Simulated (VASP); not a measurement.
As, 2 atoms in the cell. The cell holds a slab with vacuum, 2 atoms: a = 3.571 Å, b = 3.571 Å, c = 22.480 Å, α = 90.00°, β = 90.00°, γ = 120.00°. 

* Program: VASP 6.6.1
* Task: single point
* Functional: PBE
* Dispersion: D3(BJ)
* Potentials or basis: VASP PAW PBE potentials, release 64 (As)
* Cutoff: 400 eV
* k mesh: 12 × 12 × 1
* Occupations: gaussian, width 0.04 eV
* Spin: no spin polarisation
* Dipole correction: yes
* Further INCAR settings: ALGO = Normal; EDIFF = 1e-06; NBANDS = 12; NELMDL = -8

Potentials or basis: VASP PAW PBE potentials, release 64 (As).

Run with:

```console
$ cat potpaw_PBE.64/As/POTCAR > POTCAR
$ mpirun -np 1 vasp_std > vasp.out
```

Hardware: 1 thread of Intel Xeon 8259CL (shared host).

Problem. How long does it take, and how much memory?

Solution. Wall time 100 s on 1 thread of Intel Xeon 8259CL (shared host), peak memory 0.28 GiB. Counts: scf iterations 21, k points 19.
